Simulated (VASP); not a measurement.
Wanted: the native input for a VASP 6.6.1 run.

| Quantity | Value |
| --- | --- |
| Task | single point |
| Functional | PBEsol |
| Potentials or basis | VASP PAW PBE potentials, release 64 (Zn) |
| Cutoff | 520 eV |
| k mesh | 7 × 7 × 4 |
| Occupations | gaussian, width 0.1 eV |
| Spin | no spin polarisation |
| Dipole correction | no |
| Further INCAR settings | ALGO = Normal; EDIFF = 1e-06; NBANDS = 19 |

The structure of Zn lies in POSCAR:

```
Zn
1.0
    2.4515035777      0.0000000000      0.0000000000
   -1.2257517889      2.1230643758      0.0000000000
    0.0000000000      0.0000000000      4.2462080490
Zn
2
Direct
    0.3333333333      0.6666666667      0.2500000000
    0.6666666667      0.3333333333      0.7500000000
```

One way to write it, as run:

INCAR

```
SYSTEM = Zn
ALGO = Normal
EDIFF = 1E-6
ENCUT = 520
GGA = PS
ISIF = 2
ISMEAR = 0
LASPH = .TRUE.
LCHARG = .FALSE.
LREAL = .FALSE.
LWAVE = .FALSE.
NBANDS = 19
NELM = 100
PREC = Accurate
SIGMA = 0.1
```

KPOINTS

```
k-points
0
G
  7 7 4
  0 0 0
```

Potentials or basis: VASP PAW PBE potentials, release 64 (Zn).

Run with:

```bash
$ cat potpaw_PBE.64/Zn/POTCAR > POTCAR
$ mpirun -np 1 vasp_std > vasp.out
```

It gave:

```yaml
Pressure: 41.3 GPa
Band_gap_on_the_k_mesh: zero (band 12 reaches 6.84 eV, above the bottom of band 13 at 3.95 eV)
```

Caveat: the k points lie up to 0.42 Å⁻¹ apart; the PAW data sets were made with another functional, which shifts forces and pressure a little.

Wall time 6.5 s on 1 thread of Intel(R) Xeon(R) Platinum 8488C (Sapphire Rapids) (shared host), peak memory 0.13 GiB.
